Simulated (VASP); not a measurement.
Set up this calculation in VASP 6.6.1, as the native input.

* Task: electric field gradients
* Functional: r2SCAN
* Potentials or basis: VASP PAW PBE potentials, release 64 (Sb, Pt)
* Cutoff: 520 eV
* k mesh: 5 × 5 × 5
* Occupations: fermi-dirac, width 0.05 eV
* Spin: no spin polarisation
* Dipole correction: no
* Further INCAR settings: ALGO = Normal; EDIFF = 1e-08; NBANDS = 52

Crystal: Sb2Pt.

```xyz
12
Lattice="6.4400 0.0000 0.0000 0.0000 6.4400 0.0000 0.0000 0.0000 6.4400" Properties=species:S:1:pos:R:3 pbc="T T T"
Sb    2.4116    2.4116    2.4116
Sb    0.8084    4.0284    5.6316
Sb    5.6316    0.8084    4.0284
Sb    4.0284    5.6316    0.8084
Sb    4.0284    4.0284    4.0284
Sb    5.6316    2.4116    0.8084
Sb    0.8084    5.6316    2.4116
Sb    2.4116    0.8084    5.6316
Pt    0.0000    0.0000    0.0000
Pt    3.2200    0.0000    3.2200
Pt    3.2200    3.2200    0.0000
Pt    0.0000    3.2200    3.2200
```

These files were run (other wordings do the same):

POSCAR

```
Sb2Pt
1.0
    6.4400000000      0.0000000000      0.0000000000
    0.0000000000      6.4400000000      0.0000000000
    0.0000000000      0.0000000000      6.4400000000
Sb Pt
8 4
Direct
    0.3744672110      0.3744672110      0.3744672110
    0.1255327890      0.6255327890      0.8744672110
    0.8744672110      0.1255327890      0.6255327890
    0.6255327890      0.8744672110      0.1255327890
    0.6255327890      0.6255327890      0.6255327890
    0.8744672110      0.3744672110      0.1255327890
    0.1255327890      0.8744672110      0.3744672110
    0.3744672110      0.1255327890      0.8744672110
    0.0000000000      0.0000000000      0.0000000000
    0.5000000000      0.0000000000      0.5000000000
    0.5000000000      0.5000000000      0.0000000000
    0.0000000000      0.5000000000      0.5000000000
```

INCAR.step1

```
SYSTEM = Sb2Pt
  PREC = Accurate
  ENCUT = 520
  ISMEAR = -1
  SIGMA = 0.05
  LREAL = .False.
  LASPH = .True.
  NELM = 80
  NBANDS = 52
  GGA = PE
  ALGO = Normal
  EDIFF = 1E-4
  LWAVE = .True.
  LCHARG = .False.
```

INCAR.step2

```
SYSTEM = Sb2Pt
  PREC = Accurate
  ENCUT = 520
  EDIFF = 1E-8
  ISMEAR = -1
  SIGMA = 0.05
  LREAL = .False.
  LASPH = .True.
  NELM = 80
  ALGO = Normal
  ISIF = 2
  LWAVE = .False.
  LCHARG = .False.
  METAGGA = R2SCAN
  LMIXTAU = .True.
  LEFG = .True.
  NBANDS = 52
  ISTART = 1
```

KPOINTS

```
regular mesh
0
Gamma
  5 5 5
  0 0 0
```

Potentials or basis: VASP PAW PBE potentials, release 64 (Sb, Pt).

Run with:

```sh
$ cat potpaw_PBE.64/Sb/POTCAR potpaw_PBE.64/Pt/POTCAR > POTCAR
$ cp INCAR.step1 INCAR
$ mpirun -np 1 vasp_std > vasp.out
$ cp INCAR.step2 INCAR
$ mpirun -np 1 vasp_std > vasp.out
```

Results of the run:

The pressure is 3.6 GPa and the largest force is 0.101 eV/Å.

Caveat: without QUAD_EFG the Cq values of the log hold for a quadrupole moment of 1 mb, not for the nuclei; the PAW data sets were made with another functional, which shifts forces and pressure a little.

It took 14 min on 1 thread of Oxide Virtual Turin-like Processor, on a shared host, peak memory 0.4 GiB.
